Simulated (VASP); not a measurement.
# GaCoC4N4 (P-43m) in VASP: further runs

Runs on GaCoC4N4. Level: PBE. Tasks: single point.

Everything below comes from runs of VASP 6.6.1. Logs are shortened: lines on timing, memory, paths and dates and some standing lists are left out, and cuts for length are marked.

## (1) The cell of the first run

The structure is cubic, space group P-43m (No. 215). Conventional cell: a = 5.710 Å, b = 5.710 Å, c = 5.710 Å, α = 90.00°, β = 90.00°, γ = 90.00°. Within 2.5 Å of Ga (site symmetry -43m) lie 4 N at 1.88 Å. Co (site symmetry -43m) has 4 C at 1.88 Å within 2.5 Å. Within 1.6 Å of C (site symmetry 3m) lie 1 N at 1.18 Å. Within 1.6 Å of N (site symmetry 3m) lie 1 C at 1.18 Å.

## (2) Single point, PBE, collinear spin, ferromagnetic start

File INCAR:

```
  PREC = Accurate
  ENCUT = 520
  EDIFF = 1E-6
  ISMEAR = 0
  SIGMA = 0.1
  LREAL = F
  LASPH = T
  NELM = 150
  ALGO = Normal
  ISIF = 2
  LWAVE = F
  LCHARG = F
  ISPIN = 2
  MAGMOM = 0 3 0 0 0 0 0 0 0 0
  LORBIT = 11
  LMAXMIX = 4
  GGA = PE
  NBANDS = 44
```

File KPOINTS:

```
regular mesh
0
Gamma
  4 4 4
```

File POSCAR:

```
GaCoC4N4
1.0
    5.7098347192      0.0000000000      0.0000000000
    0.0000000000      5.7098347192      0.0000000000
    0.0000000000      0.0000000000      5.7098347192
Ga Co C N
1 1 4 4
Direct
    0.5000000000      0.5000000000      0.5000000000
    0.0000000000      0.0000000000      0.0000000000
    0.1903707222      0.1903707222      0.1903707222
    0.1903707222      0.8096292778      0.8096292778
    0.8096292778      0.1903707222      0.8096292778
    0.8096292778      0.8096292778      0.1903707222
    0.3095052232      0.3095052232      0.3095052232
    0.3095052232      0.6904947768      0.6904947768
    0.6904947768      0.3095052232      0.6904947768
    0.6904947768      0.6904947768      0.3095052232
```

Potentials or basis: VASP PAW PBE potentials, release 64 (Ga_d, Co, C, N).

Started as:

```console
> cat potpaw_PBE.64/Ga_d/POTCAR potpaw_PBE.64/Co/POTCAR potpaw_PBE.64/C/POTCAR potpaw_PBE.64/N/POTCAR > POTCAR
> mpirun -np 1 vasp_std > vasp.out
```

OUTCAR:

```text
PREC = Accurate
   ENCUT = 520
   EDIFF = 1E-6
   ISMEAR = 0
   LREAL = F
   LASPH = T
   NELM = 150
   ISIF = 2
   ISPIN = 2
   LORBIT = 11
   GGA = PE

 ion  position               nearest neighbor table
   1  0.500  0.500  0.500-   7 1.88   8 1.88   9 1.88  10 1.88
   2  0.000  0.000  0.000-   3 1.88   4 1.88   5 1.88   6 1.88
   3  0.190  0.190  0.190-   7 1.18   2 1.88
   4  0.190  0.810  0.810-   8 1.18   2 1.88
   5  0.810  0.190  0.810-   9 1.18   2 1.88
   6  0.810  0.810  0.190-  10 1.18   2 1.88
   7  0.310  0.310  0.310-   3 1.18   1 1.88
   8  0.310  0.690  0.690-   4 1.18   1 1.88
   9  0.690  0.310  0.690-   5 1.18   1 1.88
  10  0.690  0.690  0.310-   6 1.18   1 1.88

  LATTYP: Found a simple cubic cell.
 ALAT       =     5.7098347192

  Lattice vectors:

 A1 = (   5.7098347192,   0.0000000000,   0.0000000000)
 A2 = (   0.0000000000,   5.7098347192,   0.0000000000)
 A3 = (   0.0000000000,   0.0000000000,   5.7098347192)

Analysis of symmetry for initial positions (statically):
=====================================================================
 Subroutine PRICEL returns:
 Original cell was already a primitive cell.

 Routine SETGRP: Setting up the symmetry group for a
 simple cubic supercell.

 Subroutine GETGRP returns: Found 24 space group operations
 (whereof 24 operations were pure point group operations)
 out of a pool of 48 trial point group operations.

The static configuration has the point symmetry T_d .

Analysis of symmetry for dynamics (positions and initial velocities):
=====================================================================
 Subroutine PRICEL returns:
 Original cell was already a primitive cell.

 Routine SETGRP: Setting up the symmetry group for a
 simple cubic supercell.

 Subroutine GETGRP returns: Found 24 space group operations
 (whereof 24 operations were pure point group operations)
 out of a pool of 48 trial point group operations.

The dynamic configuration has the point symmetry T_d .

Analysis of structural, dynamic, and magnetic symmetry:
=====================================================================
 Subroutine PRICEL returns:
 Original cell was already a primitive cell.

 Routine SETGRP: Setting up the symmetry group for a
 simple cubic supercell.

 Subroutine GETGRP returns: Found 24 space group operations
 (whereof 24 operations were pure point group operations)
 out of a pool of 48 trial point group operations.

The overall configuration has the point symmetry T_d .

 Subroutine INISYM returns: Found 24 space group operations
 (whereof 24 operations are pure point group operations),
 and found     1 'primitive' translations

----------------------------------------------------------------------------------------

                                     Primitive cell

  volume of cell :     186.1532

  direct lattice vectors                    reciprocal lattice vectors
     5.709834719  0.000000000  0.000000000     0.175136418  0.000000000  0.000000000
     0.000000000  5.709834719  0.000000000     0.000000000  0.175136418  0.000000000
     0.000000000  0.000000000  5.709834719     0.000000000  0.000000000  0.175136418

  length of vectors
     5.709834719  5.709834719  5.709834719     0.175136418  0.175136418  0.175136418

  position of ions in fractional coordinates (direct lattice)
     0.500000000  0.500000000  0.500000000
     0.000000000  0.000000000  0.000000000
     0.190370722  0.190370722  0.190370722
     0.190370722  0.809629278  0.809629278
     0.809629278  0.190370722  0.809629278
     0.809629278  0.809629278  0.190370722
     0.309505223  0.309505223  0.309505223
     0.309505223  0.690494777  0.690494777
     0.690494777  0.309505223  0.690494777
     0.690494777  0.690494777  0.309505223

  ion indices of the primitive-cell ions
   primitive index   ion index
                 1           1
                 2           2
                 3           3
                 4           4
                 5           5
                 6           6
                 7           7
                 8           8
                 9           9
                10          10

----------------------------------------------------------------------------------------

 KPOINTS: regular mesh

Automatic generation of k-mesh.
 Grid dimensions read from file:
 generate k-points for:    4    4    4

 Generating k-lattice:

  Cartesian coordinates                     Fractional coordinates (reciprocal lattice)
     0.043784104  0.000000000  0.000000000     0.250000000  0.000000000  0.000000000
     0.000000000  0.043784104  0.000000000     0.000000000  0.250000000  0.000000000
     0.000000000  0.000000000  0.043784104     0.000000000  0.000000000  0.250000000

  Length of vectors
     0.043784104  0.043784104  0.043784104

  Shift w.r.t. Gamma in fractional coordinates (k-lattice)
     0.000000000  0.000000000  0.000000000

 Subroutine IBZKPT returns following result:
 ===========================================

 Found     10 irreducible k-points:

 Following reciprocal coordinates:
            Coordinates               Weight
  0.000000  0.000000  0.000000      1.000000
  0.250000  0.000000  0.000000      6.000000
  0.500000  0.000000  0.000000      3.000000
  0.250000  0.250000  0.000000     12.000000
  0.500000  0.250000  0.000000     12.000000
  0.500000  0.500000  0.000000      3.000000
  0.250000  0.250000  0.250000      8.000000
  0.500000  0.250000  0.250000     12.000000
  0.500000  0.500000  0.250000      6.000000
  0.500000  0.500000  0.500000      1.000000
   k-points           NKPTS =     10   k-points in BZ     NKDIM =     10   number of bands    NBANDS=     44
   number of dos      NEDOS =    301   number of ions     NIONS =     10
   total plane-waves  NPLWV =  74088
   dimension x,y,z NGX =    42 NGY =   42 NGZ =   42
   dimension x,y,z NGXF=    84 NGYF=   84 NGZF=   84
   ions per type =               1   1   4   4
   NGX,Y,Z   is equivalent  to a cutoff of  12.23, 12.23, 12.23 a.u.
   NGXF,Y,Z  is equivalent  to a cutoff of  24.46, 24.46, 24.46 a.u.
 SYSTEM =  unknown system
   PREC   = accura    normal or accurate (medium, high low for compatibility)
   ISTART =      0    job   : 0-new  1-cont  2-samecut
   ICHARG =      2    charge: 1-file 2-atom 10-const
   ISPIN  =      2    spin polarized calculation?
   LNONCOLLINEAR =      F non collinear calculations
   LSORBIT =      F    spin-orbit coupling
   LASPH  =      T    aspherical Exc in radial PAW
   ENCUT  =  520.0 eV  38.22 Ry    6.18 a.u.  10.62 10.62 10.62*2*pi/ulx,y,z
   NELM   =    150;   NELMIN=  2; NELMDL= -5     # of ELM steps
   EDIFF  = 0.1E-05   stopping-criterion for ELM
   LREAL  =      F    real-space projection
   EDIFFG = 0.1E-04   stopping-criterion for IOM
   NSW    =      0    number of steps for IOM
   IBRION =     -1    ionic relax: 0-MD 1-quasi-New 2-CG
   NFREE  =      0    steps in history (QN), initial steepest desc. (CG)
   ISIF   =      2    stress and relaxation
   ISYM   =      2    0-nonsym 1-usesym 2-fastsym
   POTIM  = 0.5000    time-step for ionic-motion
   TEBEG  =    0.0;   TEEND  =   0.0 temperature during run
   PSTRESS=    0.0 pullay stress
   NELECT =      58.0000    total number of electrons
   NUPDOWN=      -1.0000    fix difference up-down
   EMIN   =  10.00;   EMAX   =-10.00  energy-range for DOS
   EFERMI =   0.00;   METHOD = LEGACY
   ISMEAR =     0;   SIGMA  =   0.10  broadening in eV -4-tet -1-fermi 0-gaus
   EFERMI_NEDOS =   21; number of points for ismear=-14 and -15
   IALGO  =     38    algorithm
   IMIX   =      4    mixing-type and parameters
     AMIX     =   0.40;   BMIX     =  1.00
     AMIX_MAG =   1.60;   BMIX_MAG =  1.00
  volume/ion in A,a.u.               =      18.62       125.62
  Fermi-wavevector in a.u.,A,eV,Ry     =   1.109841  2.097295 16.758925  1.231746
  Thomas-Fermi vector in A             =   2.246385
   LORBIT       =     11    0 simple, 1 ext, 2 COOP (PROOUT), +10 PAW based schemes
   GGA     = PE    functional components
   LHFCALC =     F    Hartree Fock is set to
   AEXX    =    0.0000 exact exchange contribution
   IVDW    =     0    specifies the selected vdW correction
   LEPSILON=     F    determine dielectric tensor
   LRPA    =     F    only Hartree local field effects (RPA)
 spin polarized calculation
 Gauss-broadening in eV      SIGMA  =   0.10
  energy-cutoff  :      520.00
  volume of cell :      186.15
 maximum number of plane-waves:      5056
   NGX = 21   NGY = 21   NGZ = 21

 number of electron      58.0000043 magnetization       1.9997206

 Free energy of the ion-electron system (eV)
  ---------------------------------------------------
  ext. energy  EPLUGINS =         0.00000000
  ---------------------------------------------------
  free energy    TOTEN  =       -76.94252126 eV

  energy without entropy =      -76.89034814  energy(sigma->0) =      -76.91643470

 E-fermi :   0.4006     XC(G=0):  -7.5644

 val. band max:        0.3859050360   @ k =   0.5000   0.5000   0.2500
 cond. band min:       0.4097239863   @ k =   0.2500   0.2500   0.0000
 fundamental gap:      0.0238189503
 Fermi energy:         0.4005933452

 spin component 1

 k-point     1 :       0.0000    0.0000    0.0000
  band No.  band energies     occupation
      1     -18.4083      1.00000
      2     -18.2187      1.00000
      3     -18.2187      1.00000
      4     -18.2187      1.00000
      5     -15.4691      1.00000
      6     -15.4691      1.00000
[... 429 lines left out ...]
     40       6.9582      0.00000
     41       6.9582      0.00000
 Fermi energy:         0.4005933452

 spin component 2

 k-point     1 :       0.0000    0.0000    0.0000
  band No.  band energies     occupation
      1     -18.3546      1.00000
      2     -18.1660      1.00000
      3     -18.1660      1.00000
      4     -18.1660      1.00000
      5     -15.4653      1.00000
      6     -15.4653      1.00000
[... 429 lines left out ...]
     40       7.0577      0.00000
     41       7.0577      0.00000
 [bands above 41 left out]

------------------------ aborting loop because EDIFF is reached ----------------------------------------

  FORCE on cell =-STRESS in cart. coord.  units (eV):
  Direction    XX          YY          ZZ          XY          YZ          ZX
  --------------------------------------------------------------------------------------
  -------------------------------------------------------------------------------------
  Total        0.1385990      0.1385990      0.1385990      0.0000000     -0.0000000     -0.0000000
  in kB        1.1928891      1.1928891      1.1928891      0.0000000     -0.0000000     -0.0000000
  external PRESSURE =       1.1928891 kB  Pullay stress =       0.0000000 kB

 VOLUME and BASIS-vectors are now :
 -----------------------------------------------------------------------------
  energy-cutoff  :      520.00
  volume of cell :      186.15
      direct lattice vectors                 reciprocal lattice vectors
     5.709834719  0.000000000  0.000000000     0.175136418  0.000000000  0.000000000
     0.000000000  5.709834719  0.000000000     0.000000000  0.175136418  0.000000000
     0.000000000  0.000000000  5.709834719     0.000000000  0.000000000  0.175136418

 POSITION                                       TOTAL-FORCE (eV/Angst)
 -----------------------------------------------------------------------------------
      2.85492      2.85492      2.85492         0.000000     -0.000000      0.000000
      0.00000      0.00000      0.00000         0.000000     -0.000000      0.000000
      1.08699      1.08699      1.08699        -0.185896     -0.185896     -0.185896
      1.08699      4.62285      4.62285        -0.185896      0.185896      0.185896
      4.62285      1.08699      4.62285         0.185896     -0.185896      0.185896
      4.62285      4.62285      1.08699         0.185896      0.185896     -0.185896
      1.76722      1.76722      1.76722         0.206885      0.206885      0.206885
      1.76722      3.94261      3.94261         0.206885     -0.206885     -0.206885
      3.94261      1.76722      3.94261        -0.206885      0.206885     -0.206885
      3.94261      3.94261      1.76722        -0.206885     -0.206885      0.206885
 -----------------------------------------------------------------------------------
    total drift:                                0.000000      0.000000      0.000000

  FREE ENERGIE OF THE ION-ELECTRON SYSTEM (eV)
  ---------------------------------------------------
  free  energy   TOTEN  =       -76.9425212617 eV

  energy  without entropy=      -76.8903481398  energy(sigma->0) =      -76.91643470

 total charge

# of ion       s       p       d       tot
------------------------------------------
    1        0.698   0.881  10.214  11.794
    2        0.497   0.762   7.263   8.521
    3        0.963   1.577   0.000   2.540
    4        0.963   1.577   0.000   2.540
    5        0.963   1.577   0.000   2.540
    6        0.963   1.577   0.000   2.540
    7        1.277   2.664   0.000   3.941
    8        1.277   2.664   0.000   3.941
    9        1.277   2.664   0.000   3.941
   10        1.277   2.664   0.000   3.941
--------------------------------------------------
tot         10.158  18.604  17.477  46.240

 magnetization (x)

# of ion       s       p       d       tot
------------------------------------------
    1        0.001  -0.001   0.001   0.002
    2        0.008   0.108   1.447   1.564
    3        0.007  -0.002   0.000   0.006
    4        0.007  -0.002   0.000   0.006
    5        0.007  -0.002   0.000   0.006
    6        0.007  -0.002   0.000   0.006
    7        0.003   0.033   0.000   0.037
    8        0.003   0.033   0.000   0.037
    9        0.003   0.033   0.000   0.037
   10        0.003   0.033   0.000   0.037
--------------------------------------------------
tot          0.051   0.234   1.448   1.734
```

It took 4.2 min on 1 thread of Intel Xeon Platinum 8259CL at 2.50GHz (Skylake/Cascade Lake), shared host; peak memory 0.39 GiB.

What came out:

```yaml
Free_energy: -76.9425 eV
Pressure: 0.1 GPa
Largest_force: 0.358 eV/Å
Band_gap_on_the_k_mesh: zero (filled and empty bands overlap)
Net_moment: 2.00 μB per cell
Site_moments: Ga +0.00; Co +1.56; C +0.01; N +0.04 μB
Valence_electrons_inside_the_program's_atomic_spheres: Ga 11.79; Co 8.52; C 2.54; N 3.94
```

Forces in eV/Å, atoms in the order of the input:
```
Ga   0.000  0.000  0.000
Co   0.000  0.000  0.000
C   -0.186 -0.186 -0.186
C   -0.186  0.186  0.186
C    0.186 -0.186  0.186
C    0.186  0.186 -0.186
N    0.207  0.207  0.207
N    0.207 -0.207 -0.207
N   -0.207  0.207 -0.207
N   -0.207 -0.207  0.207
```

Caveat: a cell with one magnetic atom can't hold antiferromagnetic order, which such compounds often take. With open d or f shells a metallic result of PBE can be an artefact of self-interaction; +U or a hybrid may open a gap.

(Continued in part 2 of 2.)
